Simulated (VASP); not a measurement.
Ru, 1 atom in the cell. Symmetry: R-3m, No. 166, trigonal system. Conventional cell: a = 2.512 Å, b = 2.512 Å, c = 6.500 Å, α = 90.00°, β = 90.00°, γ = 120.00°. Ru (site symmetry -3m) has 12 Ru at 2.51 to 2.61 Å within 3.3 Å. 

* Program: VASP 6.6.1
* Task: single point
* Functional: PBE
* Potentials or basis: VASP PAW PBE potentials, release 64 (Ru_pv)
* Cutoff: 520 eV
* k mesh: 20 × 20 × 20
* Occupations: gaussian, width 0.15 eV
* Spin: no spin polarisation
* Dipole correction: no
* Further INCAR settings: ALGO = Fast; EDIFF = 1e-06; NBANDS = 13

Potentials or basis: VASP PAW PBE potentials, release 64 (Ru_pv).

Command:

```sh
$ cat potpaw_PBE.64/Ru_pv/POTCAR > POTCAR
$ mpirun -np 1 vasp_std > vasp.out
```

Hardware: 1 thread of Intel(R) Xeon(R) Platinum 8259CL CPU @ 2.50GHz (Skylake/Cascade Lake), with other jobs on the host.

**Question.** Estimate the wall time of this run.

**Answer.** It took 2.1 min on 1 thread of Intel(R) Xeon(R) Platinum 8259CL CPU @ 2.50GHz (Skylake/Cascade Lake) (shared host), peak memory 0.22 GiB. Counts: scf iterations 12, k points 781.
